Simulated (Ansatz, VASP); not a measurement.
One calculation of InSe2, two programs

```xyz
6
Lattice="3.8949 0.0000 0.0000 0.0000 3.8949 0.0000 0.0000 0.0000 9.6262" Properties=species:S:1:pos:R:3 pbc="T T T"
In    0.0000    1.9474    6.8006
In    1.9474    0.0000    2.8256
Se    0.0000    1.9474    3.5252
Se    1.9474    0.0000    6.1010
Se    0.0000    0.0000    0.0000
Se    1.9474    1.9474    0.0000
```

Alike in both runs: task single point; functional PBE; k mesh 10 × 10 × 4; no spin polarisation.

|  | VASP | Ansatz |
| --- | --- | --- |
| version | VASP 6.6.1 | Ansatz 0.2.0 |
| potentials or method | VASP PAW PBE potentials, release 64 (In_d, Se), cutoff 520 eV | scalar-relativistic, plane waves, PAW |
| occupations | methfessel-paxton of order 1, width 0.01 eV | cold, width 0.01 eV |
| valence electrons in the cell | 50 | 90 |

```csv
,VASP,Ansatz,Ansatz less VASP
gap on the k mesh at the Fermi level (eV),none,none,-
pressure (GPa),-0.1,-0.1,-0.02
"traceless stress, the component that is largest in VASP (GPa)",0.54,0.55,+0.015
rms of the force components (eV/Å),0.018,0.018,0.0000
```

Atom by atom the forces differ by 0.000 eV/Å (rms over components). A gap of «none» marks a metal or a gap that the smearing closes. VASP's potentials hold 50 valence electrons a cell and Ansatz's 90, so a difference there can come from the potentials and not from the codes.
